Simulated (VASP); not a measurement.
Runs of VASP 6.6.1 on TePt. The structure is that of space group R-3m (No. 166), or close to it. The cells are those of the table. 

```csv
cell,gap on the mesh (eV),pressure (GPa),largest force (eV/Å)
"a = 6.996 Å, angles 32.7°, 4 atoms",none,(b),0.34
"a = 7.181 Å, angles 32.7°, 4 atoms",none,-7.0,0.57
"a = 7.136 Å, angles 32.7°, 4 atoms",none,-5.1,(a)
"a = 7.090 Å, angles 32.7°, 4 atoms",none,-2.9,0.18
"a = 6.899 Å, angles 32.7°, 4 atoms",none,9.0,0.93
```

Alike in all rows: task single point; level PBEsol; potentials or basis VASP PAW PBE potentials, release 64 (Pt, Te); no spin polarisation; k mesh 8 × 8 × 8; cutoff (eV) 520; smearing fermi-dirac 0.05 eV.

Q: Estimate the missing entries.

A: (a) 0.37; (b) 2.3.

Caveats: the PAW data sets were made with another functional, which shifts forces and pressure a little; spin-orbit coupling is left out, which moves the levels of the heavy elements.

A k mesh can miss the band edges, and the runs leave out spin-orbit coupling on Pt, Te.

A gap of «none» marks levels without a gap at the run's occupations.
